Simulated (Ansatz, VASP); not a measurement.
## One calculation of InSe, two programs

```xyz
8
Lattice="4.0500 0.0000 0.0000 -2.0250 3.5074 0.0000 0.0000 0.0000 16.9300" Properties=species:S:1:pos:R:3 pbc="T T T"
In    0.0000    2.3383    2.6580
In    2.0250    1.1691   11.1230
In    0.0000    2.3383    5.8070
In    2.0250    1.1691   14.2720
Se    0.0000    2.3383   10.1919
Se    2.0250    1.1691    1.7269
Se    0.0000    2.3383   15.2031
Se    2.0250    1.1691    6.7381
```

Alike in both runs: task relaxation of cell and atoms; functional PBE; dispersion D3(BJ); k mesh 6 × 6 × 2; occupations gaussian, width 0.1 eV; no spin polarisation.

|  | VASP | Ansatz |
| --- | --- | --- |
| version | VASP 6.6.1 | Ansatz 0.2.0 |
| potentials or method | VASP PAW PBE potentials, release 64 (In_d, Se), cutoff 600 eV | scalar-relativistic, plane waves, PAW |
| valence electrons in the cell | 76 | 116 |

Ansatz gave:

- gap on the k mesh at the Fermi level, each at its own relaxed structure (eV): 0.32
- relaxed volume (Å³/atom): 29.66
- relaxed length of the cell vector where the two differ most in proportion (Å): 16.760

Problem. Which values does VASP return?

Solution. gap on the k mesh at the Fermi level, each at its own relaxed structure (eV): 0.45; relaxed volume (Å³/atom): 29.92; relaxed length of the cell vector where the two differ most in proportion (Å): 17.031.

VASP's potentials hold 76 valence electrons a cell and Ansatz's 116, so a difference there can come from the potentials and not from the codes.
